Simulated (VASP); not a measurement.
# Si (Fd-3m) in VASP: notebook, part 2 of 3

VASP 6.6.1.

### Step 4. Relaxation of cell and atoms, PBEsol, target pressure 6 GPa, at which the enthalpy is minimised

Input file INCAR:

```
SYSTEM = Si
PREC = Accurate
ENCUT = 500
EDIFF = 1E-7
ISMEAR = 0
SIGMA = 0.01
LREAL = .FALSE.
LASPH = .TRUE.
NELM = 120
ALGO = Normal
ISIF = 3
LWAVE = .FALSE.
LCHARG = .FALSE.
GGA = PS
IBRION = 2
NSW = 80
EDIFFG = -0.01
PSTRESS = 60.0
GGA_COMPAT = .FALSE.
NELMIN = 4
```

Input file KPOINTS:

```
regular mesh
0
G
  6 6 6
  0 0 0
```

Input file POSCAR:

```
Si
1.0
    0.0000000000      2.7135600000      2.7135600000
    2.7135600000      0.0000000000      2.7135600000
    2.7135600000      2.7135600000      0.0000000000
Si
2
Direct
    0.2500000000      0.2500000000      0.2500000000
    1.0000000000      1.0000000000      1.0000000000
```

Potentials or basis: VASP PAW PBE potentials, release 64 (Si).

Launch:

```sh
$ cat potpaw_PBE.64/Si/POTCAR > POTCAR
$ mpirun -np 1 vasp_std > vasp.out
```

OUTCAR:

```text
SYSTEM = Si
   PREC = Accurate
   ENCUT = 500
   EDIFF = 1E-7
   ISMEAR = 0
   LREAL = .FALSE.
   LASPH = .TRUE.
   NELM = 120
   ISIF = 3
   GGA = PS
   IBRION = 2
   NSW = 80
   EDIFFG = -0.01
   PSTRESS = 60.0
   NELMIN = 4

 ion  position               nearest neighbor table
   1  0.250  0.250  0.250-   2 2.35   2 2.35   2 2.35   2 2.35
   2  0.000  0.000  0.000-   1 2.35   1 2.35   1 2.35   1 2.35

  LATTYP: Found a face centered cubic cell.
 ALAT       =     5.4271200000

  Lattice vectors:

 A1 = (   0.0000000000,   2.7135600000,   2.7135600000)
 A2 = (   2.7135600000,   0.0000000000,   2.7135600000)
 A3 = (   2.7135600000,   2.7135600000,   0.0000000000)

Analysis of symmetry for initial positions (statically):
=====================================================================
 Subroutine PRICEL returns:
 Original cell was already a primitive cell.

 Routine SETGRP: Setting up the symmetry group for a
 face centered cubic supercell.

 Subroutine GETGRP returns: Found 48 space group operations
 (whereof 24 operations were pure point group operations)
 out of a pool of 48 trial point group operations.

The static configuration has the point symmetry T_d .
 The point group associated with its full space group is O_h .

Analysis of symmetry for dynamics (positions and initial velocities):
=====================================================================
 Subroutine PRICEL returns:
 Original cell was already a primitive cell.

 Routine SETGRP: Setting up the symmetry group for a
 face centered cubic supercell.

 Subroutine GETGRP returns: Found 48 space group operations
 (whereof 24 operations were pure point group operations)
 out of a pool of 48 trial point group operations.

The dynamic configuration has the point symmetry T_d .
 The point group associated with its full space group is O_h .

 Subroutine INISYM returns: Found 48 space group operations
 (whereof 24 operations are pure point group operations),
 and found     1 'primitive' translations

----------------------------------------------------------------------------------------

                                     Primitive cell

  volume of cell :      39.9621

  direct lattice vectors                    reciprocal lattice vectors
     0.000000000  2.713560000  2.713560000    -0.184259792  0.184259792  0.184259792
     2.713560000  0.000000000  2.713560000     0.184259792 -0.184259792  0.184259792
     2.713560000  2.713560000  0.000000000     0.184259792  0.184259792 -0.184259792

  length of vectors
     3.837553354  3.837553354  3.837553354     0.319147321  0.319147321  0.319147321

  position of ions in fractional coordinates (direct lattice)
     0.250000000  0.250000000  0.250000000
     0.000000000  0.000000000  0.000000000

  ion indices of the primitive-cell ions
   primitive index   ion index
                 1           1
                 2           2

----------------------------------------------------------------------------------------

 KPOINTS: regular mesh

Automatic generation of k-mesh.
 Grid dimensions read from file:
 generate k-points for:    6    6    6

 Generating k-lattice:

  Cartesian coordinates                     Fractional coordinates (reciprocal lattice)
    -0.030709965  0.030709965  0.030709965     0.166666667  0.000000000  0.000000000
     0.030709965 -0.030709965  0.030709965     0.000000000  0.166666667  0.000000000
     0.030709965  0.030709965 -0.030709965     0.000000000  0.000000000  0.166666667

  Length of vectors
     0.053191220  0.053191220  0.053191220

  Shift w.r.t. Gamma in fractional coordinates (k-lattice)
     0.000000000  0.000000000  0.000000000

 Subroutine IBZKPT returns following result:
 ===========================================

 Found     16 irreducible k-points:

 Following reciprocal coordinates:
            Coordinates               Weight
  0.000000  0.000000  0.000000      1.000000
  0.166667  0.000000  0.000000      8.000000
  0.333333  0.000000  0.000000      8.000000
  0.500000  0.000000  0.000000      4.000000
  0.166667  0.166667  0.000000      6.000000
  0.333333  0.166667  0.000000     24.000000
[... 8 lines left out ...]
 -0.333333  0.333333  0.166667     24.000000
 -0.333333  0.500000  0.166667     12.000000
   k-points           NKPTS =     16   k-points in BZ     NKDIM =     16   number of bands    NBANDS=      8
   number of dos      NEDOS =    301   number of ions     NIONS =      2
   total plane-waves  NPLWV =  21952
   dimension x,y,z NGX =    28 NGY =   28 NGZ =   28
   dimension x,y,z NGXF=    56 NGYF=   56 NGZF=   56
   ions per type =               2
   NGX,Y,Z   is equivalent  to a cutoff of  12.13, 12.13, 12.13 a.u.
   NGXF,Y,Z  is equivalent  to a cutoff of  24.26, 24.26, 24.26 a.u.
 SYSTEM =  Si
   PREC   = accura    normal or accurate (medium, high low for compatibility)
   ISTART =      0    job   : 0-new  1-cont  2-samecut
   ICHARG =      2    charge: 1-file 2-atom 10-const
   ISPIN  =      1    spin polarized calculation?
   LNONCOLLINEAR =      F non collinear calculations
   LSORBIT =      F    spin-orbit coupling
   LASPH  =      T    aspherical Exc in radial PAW
   ENCUT  =  500.0 eV  36.75 Ry    6.06 a.u.   7.00  7.00  7.00*2*pi/ulx,y,z
   NELM   =    120;   NELMIN=  4; NELMDL= -5     # of ELM steps
   EDIFF  = 0.1E-06   stopping-criterion for ELM
   LREAL  =      F    real-space projection
   EDIFFG = -.1E-01   stopping-criterion for IOM
   NSW    =     80    number of steps for IOM
   IBRION =      2    ionic relax: 0-MD 1-quasi-New 2-CG
   NFREE  =      1    steps in history (QN), initial steepest desc. (CG)
   ISIF   =      3    stress and relaxation
   ISYM   =      2    0-nonsym 1-usesym 2-fastsym
   POTIM  = 0.5000    time-step for ionic-motion
   TEBEG  =    0.0;   TEEND  =   0.0 temperature during run
   PSTRESS=   60.0 pullay stress
   NELECT =       8.0000    total number of electrons
   NUPDOWN=      -1.0000    fix difference up-down
   EMIN   =  10.00;   EMAX   =-10.00  energy-range for DOS
   EFERMI =   0.00;   METHOD = LEGACY
   ISMEAR =     0;   SIGMA  =   0.01  broadening in eV -4-tet -1-fermi 0-gaus
   EFERMI_NEDOS =   21; number of points for ismear=-14 and -15
   IALGO  =     38    algorithm
   IMIX   =      4    mixing-type and parameters
     AMIX     =   0.40;   BMIX     =  1.00
     AMIX_MAG =   1.60;   BMIX_MAG =  1.00
  volume/ion in A,a.u.               =      19.98       134.84
  Fermi-wavevector in a.u.,A,eV,Ry     =   0.957684  1.809760 12.478691  0.917158
  Thomas-Fermi vector in A             =   2.086724
   LORBIT       =      0    0 simple, 1 ext, 2 COOP (PROOUT), +10 PAW based schemes
   GGA     = PS    functional components
   LHFCALC =     F    Hartree Fock is set to
   AEXX    =    0.0000 exact exchange contribution
   IVDW    =     0    specifies the selected vdW correction
   LEPSILON=     F    determine dielectric tensor
   LRPA    =     F    only Hartree local field effects (RPA)
 conjugate gradient relaxation of ions
 non-spin polarized calculation
 Gauss-broadening in eV      SIGMA  =   0.01
  energy-cutoff  :      500.00
  volume of cell :       39.96
 maximum number of plane-waves:      1032
   NGX = 13   NGY = 13   NGZ = 13

--------------------------------------- Ionic step        1  -------------------------------------------

 number of electron       8.0000001 magnetization

 Free energy of the ion-electron system (eV)
  ---------------------------------------------------
  ext. energy  EPLUGINS =         0.00000000
  ---------------------------------------------------
  free energy    TOTEN  =       -11.46728543 eV

  energy without entropy =      -11.46728543  energy(sigma->0) =      -11.46728543

------------------------ aborting loop because EDIFF is reached ----------------------------------------

  FORCE on cell =-STRESS in cart. coord.  units (eV):
  Direction    XX          YY          ZZ          XY          YZ          ZX
  --------------------------------------------------------------------------------------
  -------------------------------------------------------------------------------------
  Total        0.1312542      0.1312542      0.1312542      0.0000000     -0.0000000     -0.0000000
  in kB        5.2622970      5.2622970      5.2622970      0.0000000     -0.0000000     -0.0000000
  external PRESSURE =     -54.7377030 kB  Pullay stress =      60.0000000 kB
[... 61 lines left out ...]
  enthalpy is  TOTEN    =        -9.9709306616 eV   P V=        1.3535030437

--------------------------------------- Ionic step        3  -------------------------------------------

 number of electron       8.0000000 magnetization

 Free energy of the ion-electron system (eV)
  ---------------------------------------------------
  ext. energy  EPLUGINS =         0.00000000
  ---------------------------------------------------
  free energy    TOTEN  =       -11.42879000 eV

  energy without entropy =      -11.42879000  energy(sigma->0) =      -11.42879000

 E-fermi :   6.3874     XC(G=0):  -9.7530

 val. band max:        6.3459793141   @ k =   0.0000   0.0000   0.0000
 cond. band min:       6.8207004064   @ k =   0.5000   0.5000   0.0000
 fundamental gap:      0.4747210923
 Fermi energy:         6.3873904111

 k-point     1 :       0.0000    0.0000    0.0000
  band No.  band energies     occupation
      1      -6.0191      2.00000
      2       6.3460      2.00000
      3       6.3460      2.00000
      4       6.3460      2.00000
      5       8.8781      0.00000
      6       8.8781      0.00000
      7       8.8781      0.00000
      8      10.2818      0.00000
[... 192 lines left out ...]
  FREE ENERGIE OF THE ION-ELECTRON SYSTEM (eV)
  ---------------------------------------------------
  free  energy   TOTEN  =       -11.4287899987 eV

  energy  without entropy=      -11.4287899986  energy(sigma->0) =      -11.42879000

  enthalpy is  TOTEN    =       -10.0062348599 eV   P V=        1.4225551387

 reached required accuracy - stopping structural energy minimisation
```

It took 5.8 s on 1 thread of Intel Xeon 6975P-C (Granite Rapids), shared host; peak memory 0.14 GiB.

What came out:

```yaml
Free_energy: -11.4288 eV
Relaxed_volume: 18.99 Å³/atom
Relaxed_cell: a = 3.773 Å, b = 3.773 Å, c = 3.773 Å, α = 60.00°, β = 60.00°, γ = 60.00°
Space_group_after_relaxing_to_0.1_Å: Fd-3m (No. 227)
Energy_change_on_relaxing_the_run_minimises_the_enthalpy: +19.2 meV/atom
Ionic_steps: 3
Pressure_after_relaxing: 6.0 GPa
Band_gap_on_the_k_mesh: 0.47 eV (least direct gap 2.53 eV)
```

Step by step:
```csv
step,energy change (eV),largest force (eV/Å),pressure (GPa),volume (Å³)
1,0.0000,0.0000,0.53,39.96
2,0.1429,0.0000,12.45,36.14
3,0.0385,0.0000,5.96,37.99
```

Final structure:
```
Si
1.0
     0.00000    2.66808    2.66808
     2.66808    0.00000    2.66808
     2.66808    2.66808    0.00000
Si
2
Direct
  0.25000 0.25000 0.25000
  0.00000 0.00000 0.00000
```

Levels at points of the mesh, in eV from the valence-band top:
```csv
k point,band 1,band 2,band 3,band 4,band 5,band 6,band 7,band 8
"(0.00, 0.00, 0.00)",-12.37,0.00,0.00,0.00,2.53,2.53,2.53,3.94
"(0.50, 0.00, 0.00)",-9.88,-7.28,-1.25,-1.25,1.65,3.24,3.24,7.57
"(0.50, 0.50, 0.00)",-8.01,-8.01,-3.02,-3.02,0.47,0.47,10.52,10.52
```

Caveat: the cell is relaxed towards a set pressure, so the run minimises the enthalpy, not the energy; the PAW data sets were made with another functional, which shifts forces and pressure a little. A k mesh can miss the band edges.

(Continued in part 3 of 3.)
